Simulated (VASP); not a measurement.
# As (I4_132) in VASP: notebook

As is run at these levels: PBE; tasks: single point, relaxation of cell and atoms.

Program: VASP 6.6.1. These are calculated values, not measurements. Logs are shortened: lines on timing, memory, paths and dates and some standing lists are left out, and cuts for length are marked.

## (1) The cell of the first run

Symmetry: I4_132, No. 214, cubic system. Conventional cell: a = 6.993 Å, b = 6.993 Å, c = 6.993 Å, α = 90.00°, β = 90.00°, γ = 90.00°. Within 3.3 Å of As (site symmetry 32) lie 3 As at 2.47 Å.

## (2) Single point, PBE

The input, INCAR:

```
PREC = Accurate
ENCUT = 520
EDIFF = 1E-6
ISMEAR = 0
SIGMA = 0.1
LREAL = F
LASPH = T
NELM = 100
ALGO = Normal
ISIF = 2
LWAVE = F
LCHARG = T
GGA = PE
LELF = T
LVHAR = T
NBANDS = 18
```

The input, KPOINTS:

```
Automatic mesh
0
Gamma
  10 10 10
```

The input, POSCAR:

```
As
1.0
   -3.4965193896      3.4965193896      3.4965193896
    3.4965193896     -3.4965193896      3.4965193896
    3.4965193896      3.4965193896     -3.4965193896
As
4
Direct
    0.7500000000      0.7500000000      0.7500000000
    0.5000000000      0.0000000000      0.7500000000
    0.0000000000      0.7500000000      0.5000000000
    0.7500000000      0.5000000000      0.0000000000
```

Potentials or basis: VASP PAW PBE potentials, release 64 (As).

Command:

```console
> cat potpaw_PBE.64/As/POTCAR > POTCAR
> mpirun -np 1 vasp_std > vasp.out
```

OUTCAR:

```text
PREC = Accurate
   ENCUT = 520
   EDIFF = 1E-6
   ISMEAR = 0
   LREAL = F
   LASPH = T
   NELM = 100
   ISIF = 2
   GGA = PE

 ion  position               nearest neighbor table
   1  0.750  0.750  0.750-   2 2.47   3 2.47   4 2.47
   2  0.500  0.000  0.750-   1 2.47   4 2.47   3 2.47
   3  0.000  0.750  0.500-   1 2.47   4 2.47   2 2.47
   4  0.750  0.500  0.000-   1 2.47   3 2.47   2 2.47

  LATTYP: Found a body centered cubic cell.
 ALAT       =     6.9930387792

  Lattice vectors:

 A1 = (  -3.4965193896,   3.4965193896,   3.4965193896)
 A2 = (   3.4965193896,  -3.4965193896,   3.4965193896)
 A3 = (   3.4965193896,   3.4965193896,  -3.4965193896)

Analysis of symmetry for initial positions (statically):
=====================================================================
 Subroutine PRICEL returns:
 Original cell was already a primitive cell.

 Routine SETGRP: Setting up the symmetry group for a
 body centered cubic supercell.

 Subroutine GETGRP returns: Found 24 space group operations
 (whereof  3 operations were pure point group operations)
 out of a pool of 48 trial point group operations.

The static configuration has the point symmetry C_3 .
 The point group associated with its full space group is O   .

Analysis of symmetry for dynamics (positions and initial velocities):
=====================================================================
 Subroutine PRICEL returns:
 Original cell was already a primitive cell.

 Routine SETGRP: Setting up the symmetry group for a
 body centered cubic supercell.

 Subroutine GETGRP returns: Found 24 space group operations
 (whereof  3 operations were pure point group operations)
 out of a pool of 48 trial point group operations.

The dynamic configuration has the point symmetry C_3 .
 The point group associated with its full space group is O   .

 Subroutine INISYM returns: Found 24 space group operations
 (whereof  3 operations are pure point group operations),
 and found     1 'primitive' translations

----------------------------------------------------------------------------------------

                                     Primitive cell

  volume of cell :     170.9889

  direct lattice vectors                    reciprocal lattice vectors
    -3.496519390  3.496519390  3.496519390     0.000000000  0.142999350  0.142999350
     3.496519390 -3.496519390  3.496519390     0.142999350  0.000000000  0.142999350
[... 86 lines left out ...]
   LASPH  =      T    aspherical Exc in radial PAW
   ENCUT  =  520.0 eV  38.22 Ry    6.18 a.u.  11.26 11.26 11.26*2*pi/ulx,y,z
   NELM   =    100;   NELMIN=  2; NELMDL= -5     # of ELM steps
   EDIFF  = 0.1E-05   stopping-criterion for ELM
   LREAL  =      F    real-space projection
   EDIFFG = 0.1E-04   stopping-criterion for IOM
   NSW    =      0    number of steps for IOM
   IBRION =     -1    ionic relax: 0-MD 1-quasi-New 2-CG
   NFREE  =      0    steps in history (QN), initial steepest desc. (CG)
   ISIF   =      2    stress and relaxation
   ISYM   =      2    0-nonsym 1-usesym 2-fastsym
   POTIM  = 0.5000    time-step for ionic-motion
   TEBEG  =    0.0;   TEEND  =   0.0 temperature during run
   PSTRESS=    0.0 pullay stress
   NELECT =      20.0000    total number of electrons
   NUPDOWN=      -1.0000    fix difference up-down
   EMIN   =  10.00;   EMAX   =-10.00  energy-range for DOS
   EFERMI =   0.00;   METHOD = LEGACY
   ISMEAR =     0;   SIGMA  =   0.10  broadening in eV -4-tet -1-fermi 0-gaus
   EFERMI_NEDOS =   21; number of points for ismear=-14 and -15
   IALGO  =     38    algorithm
   IMIX   =      4    mixing-type and parameters
     AMIX     =   0.40;   BMIX     =  1.00
     AMIX_MAG =   1.60;   BMIX_MAG =  1.00
  volume/ion in A,a.u.               =      42.75       288.47
  Fermi-wavevector in a.u.,A,eV,Ry     =   0.800625  1.512961  8.721330  0.641000
  Thomas-Fermi vector in A             =   1.907956
   LORBIT       =      0    0 simple, 1 ext, 2 COOP (PROOUT), +10 PAW based schemes
   GGA     = PE    functional components
   LHFCALC =     F    Hartree Fock is set to
   AEXX    =    0.0000 exact exchange contribution
   IVDW    =     0    specifies the selected vdW correction
   LEPSILON=     F    determine dielectric tensor
   LRPA    =     F    only Hartree local field effects (RPA)
 non-spin polarized calculation
 Gauss-broadening in eV      SIGMA  =   0.10
  energy-cutoff  :      520.00
  volume of cell :      170.99
 maximum number of plane-waves:      4626
 NGX is ok and might be reduce to    48
   NGX = 23   NGY = 23   NGZ = 23

 number of electron      20.0000003 magnetization

 Free energy of the ion-electron system (eV)
  ---------------------------------------------------
  ext. energy  EPLUGINS =         0.00000000
  ---------------------------------------------------
  free energy    TOTEN  =       -16.12325001 eV

  energy without entropy =      -16.11046214  energy(sigma->0) =      -16.11685607

 E-fermi :  -0.1610     XC(G=0):  -6.5593

 val. band max:       -0.1814832330   @ k =   0.2000   0.2000   0.1000
 cond. band min:      -0.1543846874   @ k =  -0.3000   0.3000   0.3000
 fundamental gap:      0.0270985456
 Fermi energy:        -0.1610298223

 k-point     1 :       0.0000    0.0000    0.0000
  band No.  band energies     occupation
      1     -13.3201      2.00000
      2      -9.8314      2.00000
      3      -9.8314      2.00000
      4      -9.8314      2.00000
      5      -4.3705      2.00000
      6      -4.3705      2.00000
[... 481 lines left out ...]
      5      -4.4203      2.00000
      6      -4.1299      2.00000
[... 10 lines left out ...]
     17       5.3564      0.00000
     18       6.0649      0.00000

 [... further k-points ...]
[... 5 lines left out ...]
  --------------------------------------------------------------------------------------
  -------------------------------------------------------------------------------------
  Total        0.1282400      0.1282400      0.1282400      0.0000000     -0.0000000      0.0000000
  in kB        1.2016178      1.2016178      1.2016178      0.0000000     -0.0000000      0.0000000
  external PRESSURE =       1.2016178 kB  Pullay stress =       0.0000000 kB

 VOLUME and BASIS-vectors are now :
 -----------------------------------------------------------------------------
  energy-cutoff  :      520.00
  volume of cell :      170.99
      direct lattice vectors                 reciprocal lattice vectors
    -3.496519390  3.496519390  3.496519390     0.000000000  0.142999350  0.142999350
     3.496519390 -3.496519390  3.496519390     0.142999350  0.000000000  0.142999350
     3.496519390  3.496519390 -3.496519390     0.142999350  0.142999350  0.000000000

 POSITION                                       TOTAL-FORCE (eV/Angst)
 -----------------------------------------------------------------------------------
      2.62239      2.62239      2.62239        -0.000000      0.000000     -0.000000
      0.87413      4.37065     -0.87413         0.000000     -0.000000      0.000000
      4.37065     -0.87413      0.87413        -0.000000     -0.000000      0.000000
     -0.87413      0.87413      4.37065         0.000000      0.000000     -0.000000
 -----------------------------------------------------------------------------------
    total drift:                                0.000000     -0.000000      0.000000

  FREE ENERGIE OF THE ION-ELECTRON SYSTEM (eV)
  ---------------------------------------------------
  free  energy   TOTEN  =       -16.1232500098 eV

  energy  without entropy=      -16.1104621385  energy(sigma->0) =      -16.11685607
```

OSZICAR:

```text
N       E                     dE             d eps       ncg     rms          rms(c)
DAV:   1     0.868660184700E+02    0.86866E+02   -0.71001E+03  1692   0.855E+02
DAV:   2    -0.836731117190E+01   -0.95233E+02   -0.92565E+02  2238   0.141E+02
DAV:   3    -0.160402483435E+02   -0.76729E+01   -0.76051E+01  2226   0.428E+01
DAV:   4    -0.161536201012E+02   -0.11337E+00   -0.11327E+00  2298   0.603E+00
DAV:   5    -0.161551483764E+02   -0.15283E-02   -0.15282E-02  2210   0.694E-01    0.423E+00
DAV:   6    -0.161328089910E+02    0.22339E-01   -0.13888E-02  2158   0.588E-01    0.251E+00
DAV:   7    -0.161221923926E+02    0.10617E-01   -0.31046E-02  2148   0.883E-01    0.119E-01
DAV:   8    -0.161231722188E+02   -0.97983E-03   -0.12535E-03  1878   0.198E-01    0.250E-02
DAV:   9    -0.161232167629E+02   -0.44544E-04   -0.28891E-05  2260   0.334E-02    0.156E-02
DAV:  10    -0.161232472982E+02   -0.30535E-04   -0.77790E-05  1712   0.459E-02    0.545E-03
DAV:  11    -0.161232487213E+02   -0.14232E-05   -0.10462E-06  1950   0.584E-03    0.173E-03
DAV:  12    -0.161232498082E+02   -0.10868E-05   -0.11803E-06  1602   0.761E-03    0.557E-04
DAV:  13    -0.161232500098E+02   -0.20164E-06   -0.28682E-08  1066   0.111E-03
   1 F= -.16123250E+02 E0= -.16116856E+02  d E =-.127879E-01
```

It took 73 s on 1 thread of Intel Xeon Platinum 8488C (Sapphire Rapids), shared host; peak memory 0.37 GiB.

What came out:

- Free energy: -16.1233 eV
- Pressure: 0.1 GPa
- Band gap on the k mesh: zero (band 10 reaches 0.80 eV, above the bottom of band 11 at -0.20 eV)

Levels at points of the mesh, in eV from the Fermi level:
```
           k point  band 7  band 8  band 9  band 10  band 11  band 12  band 13  band 14
(0.00, 0.00, 0.00)   -1.53   -1.53   -1.53     0.96     0.96     0.96     1.29     3.59
(0.50, 0.00, 0.00)   -1.52   -1.42   -1.34    -0.79     0.30     1.46     3.43     3.84
(0.50, 0.50, 0.50)   -4.16   -0.65   -0.04    -0.04    -0.04     1.90     1.90     1.90
```

## (3) Relaxation of cell and atoms, PBE

The input, INCAR:

```
SYSTEM = As
PREC = Accurate
ENCUT = 600
EDIFF = 1E-6
ISMEAR = 0
SIGMA = 0.1
LREAL = .FALSE.
LASPH = .TRUE.
NELM = 100
ALGO = Normal
ISIF = 3
LWAVE = .FALSE.
LCHARG = .FALSE.
GGA = PE
IBRION = 2
NSW = 100
EDIFFG = -0.01
```

The input, KPOINTS:

```
Automatic mesh
0
G
  10 10 10
  0 0 0
```

POSCAR is that of step 2.

Potentials or basis: VASP PAW PBE potentials, release 64 (As).

Command:

```console
> cat potpaw_PBE.64/As/POTCAR > POTCAR
> mpirun -np 1 vasp_std > vasp.out
```

It took 88 s on 1 thread of Intel Xeon Platinum 8488C (Sapphire Rapids), shared host; peak memory 0.39 GiB.

Results (log left out):

- Free energy: -16.1236 eV
- Relaxed volume: 42.94 Å³/atom
- Relaxed cell: a = 6.065 Å, b = 6.065 Å, c = 6.065 Å, α = 109.47°, β = 109.47°, γ = 109.47°
- Space group after relaxing (to 0.05 Å): I4_132 (No. 214)
- Energy gained by relaxing: 0.1 meV/atom
- Ionic steps: 2
- Pressure after relaxing: 0.0 GPa
- Band gap on the k mesh: zero (band 10 reaches 0.76 eV, above the bottom of band 11 at -0.22 eV)

Step by step:
| step | energy change (eV) | largest force (eV/Å) | pressure (GPa) | volume (Å³) |
| --- | --- | --- | --- | --- |
| 1 | 0.0000 | 0.0000 | 0.12 | 170.99 |
| 2 | -0.0002 | 0.0000 | -0.02 | 171.78 |

Final structure:
```
As
1.0
    -3.50190    3.50190    3.50190
     3.50190   -3.50190    3.50190
     3.50190    3.50190   -3.50190
As
4
Direct
  0.75000 0.75000 0.75000
  0.50000 0.00000 0.75000
  0.00000 0.75000 0.50000
  0.75000 0.50000 0.00000
```

Levels at points of the mesh, in eV from the Fermi level:
| k point | band 7 | band 8 | band 9 | band 10 | band 11 | band 12 | band 13 | band 14 |
| --- | --- | --- | --- | --- | --- | --- | --- | --- |
| (0.00, 0.00, 0.00) | -1.52 | -1.52 | -1.52 | 0.94 | 0.94 | 0.94 | 1.29 | 3.59 |
| (0.50, 0.00, 0.00) | -1.53 | -1.42 | -1.34 | -0.79 | 0.30 | 1.45 | 3.43 | 3.82 |
| (0.50, 0.50, 0.50) | -4.14 | -0.65 | -0.03 | -0.03 | -0.03 | 1.89 | 1.89 | 1.89 |

## (4) Single point, PBE

The input, INCAR:

```
SYSTEM = As
PREC = Accurate
ENCUT = 520
EDIFF = 1E-6
ISMEAR = 0
SIGMA = 0.1
LREAL = .False.
LASPH = .True.
NELM = 100
ALGO = Normal
ISIF = 2
LWAVE = .False.
LCHARG = .False.
GGA = PE
NBANDS = 18
```

The input, KPOINTS:

```
regular mesh
0
Gamma
  4 4 4
  0 0 0
```

POSCAR is that of step 3.

Potentials or basis: VASP PAW PBE potentials, release 64 (As).

Command:

```console
> cat potpaw_PBE.64/As/POTCAR > POTCAR
> mpirun -np 1 vasp_std > vasp.out
```

OUTCAR:

```text
SYSTEM = As
   PREC = Accurate
   ENCUT = 520
   EDIFF = 1E-6
   ISMEAR = 0
   LREAL = .False.
   LASPH = .True.
   NELM = 100
   ISIF = 2
   GGA = PE

 ion  position               nearest neighbor table
   1  0.750  0.750  0.750-   2 2.47   3 2.47   4 2.47
   2  0.500  0.000  0.750-   1 2.47   4 2.47   3 2.47
   3  0.000  0.750  0.500-   1 2.47   4 2.47   2 2.47
   4  0.750  0.500  0.000-   1 2.47   3 2.47   2 2.47

  LATTYP: Found a body centered cubic cell.
 ALAT       =     6.9930387792

  Lattice vectors:

 A1 = (  -3.4965193896,   3.4965193896,   3.4965193896)
 A2 = (   3.4965193896,  -3.4965193896,   3.4965193896)
 A3 = (   3.4965193896,   3.4965193896,  -3.4965193896)

Analysis of symmetry for initial positions (statically):
=====================================================================
 Subroutine PRICEL returns:
 Original cell was already a primitive cell.

 Routine SETGRP: Setting up the symmetry group for a
 body centered cubic supercell.

 Subroutine GETGRP returns: Found 24 space group operations
 (whereof  3 operations were pure point group operations)
 out of a pool of 48 trial point group operations.

The static configuration has the point symmetry C_3 .
 The point group associated with its full space group is O   .

Analysis of symmetry for dynamics (positions and initial velocities):
=====================================================================
 Subroutine PRICEL returns:
 Original cell was already a primitive cell.

 Routine SETGRP: Setting up the symmetry group for a
 body centered cubic supercell.

 Subroutine GETGRP returns: Found 24 space group operations
 (whereof  3 operations were pure point group operations)
 out of a pool of 48 trial point group operations.

[... 104 lines left out ...]
   EFERMI_NEDOS =   21; number of points for ismear=-14 and -15
   IALGO  =     38    algorithm
   IMIX   =      4    mixing-type and parameters
     AMIX     =   0.40;   BMIX     =  1.00
     AMIX_MAG =   1.60;   BMIX_MAG =  1.00
  volume/ion in A,a.u.               =      42.75       288.47
  Fermi-wavevector in a.u.,A,eV,Ry     =   0.800625  1.512961  8.721330  0.641000
  Thomas-Fermi vector in A             =   1.907956
   LORBIT       =      0    0 simple, 1 ext, 2 COOP (PROOUT), +10 PAW based schemes
   GGA     = PE    functional components
   LHFCALC =     F    Hartree Fock is set to
   AEXX    =    0.0000 exact exchange contribution
   IVDW    =     0    specifies the selected vdW correction
   LEPSILON=     F    determine dielectric tensor
   LRPA    =     F    only Hartree local field effects (RPA)
 non-spin polarized calculation
 Gauss-broadening in eV      SIGMA  =   0.10
  energy-cutoff  :      520.00
  volume of cell :      170.99
 maximum number of plane-waves:      4664
 NGX is ok and might be reduce to    48
   NGX = 23   NGY = 23   NGZ = 23

 number of electron      20.0000003 magnetization

 Free energy of the ion-electron system (eV)
  ---------------------------------------------------
  ext. energy  EPLUGINS =         0.00000000
  ---------------------------------------------------
  free energy    TOTEN  =       -16.10989619 eV

  energy without entropy =      -16.09811713  energy(sigma->0) =      -16.10400666

 E-fermi :  -0.2006     XC(G=0):  -6.5561

 val. band max:       -0.3335236798   @ k =  -0.2500   0.2500   0.2500
 cond. band min:      -0.1913576614   @ k =   0.5000   0.5000   0.5000
 fundamental gap:      0.1421660184
 Fermi energy:        -0.2005882564

 k-point     1 :       0.0000    0.0000    0.0000
  band No.  band energies     occupation
      1     -13.3058      2.00000
      2      -9.8168      2.00000
      3      -9.8168      2.00000
      4      -9.8168      2.00000
      5      -4.3561      2.00000
      6      -4.3561      2.00000
[... 145 lines left out ...]
      5      -4.3045      2.00000
      6      -4.3045      2.00000
[... 10 lines left out ...]
     17       6.8173      0.00000
     18       6.8173      0.00000

------------------------ aborting loop because EDIFF is reached ----------------------------------------

  FORCE on cell =-STRESS in cart. coord.  units (eV):
  Direction    XX          YY          ZZ          XY          YZ          ZX
  --------------------------------------------------------------------------------------
  -------------------------------------------------------------------------------------
  Total        0.3074429      0.3074429      0.3074429      0.0000000     -0.0000000     -0.0000000
  in kB        2.8807608      2.8807608      2.8807608      0.0000000     -0.0000000     -0.0000000
  external PRESSURE =       2.8807608 kB  Pullay stress =       0.0000000 kB

 VOLUME and BASIS-vectors are now :
 -----------------------------------------------------------------------------
  energy-cutoff  :      520.00
  volume of cell :      170.99
      direct lattice vectors                 reciprocal lattice vectors
    -3.496519390  3.496519390  3.496519390     0.000000000  0.142999350  0.142999350
     3.496519390 -3.496519390  3.496519390     0.142999350  0.000000000  0.142999350
     3.496519390  3.496519390 -3.496519390     0.142999350  0.142999350  0.000000000

 POSITION                                       TOTAL-FORCE (eV/Angst)
 -----------------------------------------------------------------------------------
      2.62239      2.62239      2.62239        -0.000000      0.000000      0.000000
      0.87413      4.37065     -0.87413         0.000000     -0.000000      0.000000
      4.37065     -0.87413      0.87413        -0.000000      0.000000     -0.000000
     -0.87413      0.87413      4.37065         0.000000     -0.000000     -0.000000
 -----------------------------------------------------------------------------------
    total drift:                                0.000000     -0.000000      0.000000

  FREE ENERGIE OF THE ION-ELECTRON SYSTEM (eV)
  ---------------------------------------------------
  free  energy   TOTEN  =       -16.1098961872 eV

  energy  without entropy=      -16.0981171292  energy(sigma->0) =      -16.10400666
```

OSZICAR:

```text
N       E                     dE             d eps       ncg     rms          rms(c)
DAV:   1     0.856588184925E+02    0.85659E+02   -0.70670E+03   288   0.854E+02
DAV:   2    -0.850312485143E+01   -0.94162E+02   -0.91602E+02   390   0.135E+02
DAV:   3    -0.160400802935E+02   -0.75370E+01   -0.74912E+01   380   0.430E+01
DAV:   4    -0.161437730725E+02   -0.10369E+00   -0.10362E+00   390   0.585E+00
DAV:   5    -0.161452240035E+02   -0.14509E-02   -0.14507E-02   394   0.670E-01    0.426E+00
DAV:   6    -0.161206241630E+02    0.24600E-01   -0.15633E-02   374   0.609E-01    0.253E+00
DAV:   7    -0.161087643561E+02    0.11860E-01   -0.35213E-02   340   0.920E-01    0.117E-01
DAV:   8    -0.161098056336E+02   -0.10413E-02   -0.13092E-03   314   0.203E-01    0.272E-02
DAV:   9    -0.161098626293E+02   -0.56996E-04   -0.33601E-05   360   0.362E-02    0.155E-02
DAV:  10    -0.161098935181E+02   -0.30889E-04   -0.76201E-05   296   0.456E-02    0.535E-03
DAV:  11    -0.161098949346E+02   -0.14165E-05   -0.99792E-07   310   0.582E-03    0.180E-03
DAV:  12    -0.161098960095E+02   -0.10750E-05   -0.11282E-06   280   0.742E-03    0.471E-04
DAV:  13    -0.161098961872E+02   -0.17767E-06   -0.23695E-08   178   0.978E-04
   1 F= -.16109896E+02 E0= -.16104007E+02  d E =-.117791E-01
```

stdout:

```text
POSCAR found type information on POSCAR As
 POSCAR found :  1 types and       4 ions
 scaLAPACK will be used
 LDA part: xc-table for (Slater+PW92), standard interpolation
 POSCAR, INCAR and KPOINTS ok, starting setup
 FFT: planning ... GRIDC
 FFT: planning ... GRID_SOFT
 FFT: planning ... GRID
 WAVECAR not read
 entering main loop
```

Wall time 19 s (1 thread of Intel Xeon Platinum 8488C (Sapphire Rapids), shared host); peak memory 0.3 GiB.

Results:

- Free energy: -16.1099 eV
- Pressure: 0.3 GPa
- Band gap on the k mesh: zero (band 10 reaches 0.81 eV, above the bottom of band 11 at -0.19 eV)

Levels at points of the mesh, in eV from the Fermi level:
| k point | band 6 | band 7 | band 8 | band 9 | band 10 | band 11 | band 12 | band 13 | band 14 | band 15 |
| --- | --- | --- | --- | --- | --- | --- | --- | --- | --- | --- |
| (0.00, 0.00, 0.00) | -4.16 | -1.48 | -1.48 | -1.48 | 1.01 | 1.01 | 1.01 | 1.34 | 3.63 | 6.13 |
| (0.50, 0.00, 0.00) | -3.80 | -1.47 | -1.38 | -1.30 | -0.75 | 0.34 | 1.51 | 3.48 | 3.89 | 4.21 |
| (0.50, 0.50, 0.50) | -4.10 | -4.10 | -0.61 | 0.01 | 0.01 | 0.01 | 1.95 | 1.95 | 1.95 | 5.26 |

[end of part 1 of 2]
